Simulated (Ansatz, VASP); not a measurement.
# NaGeCl3 in VASP and in Ansatz

```
Na Ge Cl
1.0
     5.39851    0.00000    0.00000
     0.00000    5.39851    0.00000
     0.00000    0.00000    5.39851
Na Ge Cl
1 1 3
Direct
  0.00000 0.00000 0.00000
  0.50000 0.50000 0.50000
  0.50000 0.50000 0.00000
  0.50000 0.00000 0.50000
  0.00000 0.50000 0.50000
```

Change from the starting cell: hydrostatic strain +4.0%.

Alike in both runs: task single point; functional r2SCAN; k mesh 6 × 6 × 6; no spin polarisation.

```csv
,VASP,Ansatz
version,VASP 6.6.1,Ansatz 0.2.0
potentials or method,"VASP PAW PBE potentials, release 64 (Na_pv, Ge_d, Cl)","plane waves, PAW"
plane-wave cutoff (eV),520,500
occupations,"gaussian, width 0.01 eV",fixed
valence electrons in the cell,42,44
```

|  | VASP | Ansatz | Ansatz less VASP |
| --- | --- | --- | --- |
| gap on the k mesh at the Fermi level (eV) | 1.41 | 1.40 | -0.009 |
| pressure (GPa) | -2.9 | -2.8 | +0.08 |

VASP's potentials were made for PBE, not for r2SCAN. VASP's potentials hold 42 valence electrons a cell and Ansatz's 44, so a difference there can come from the potentials and not from the codes.
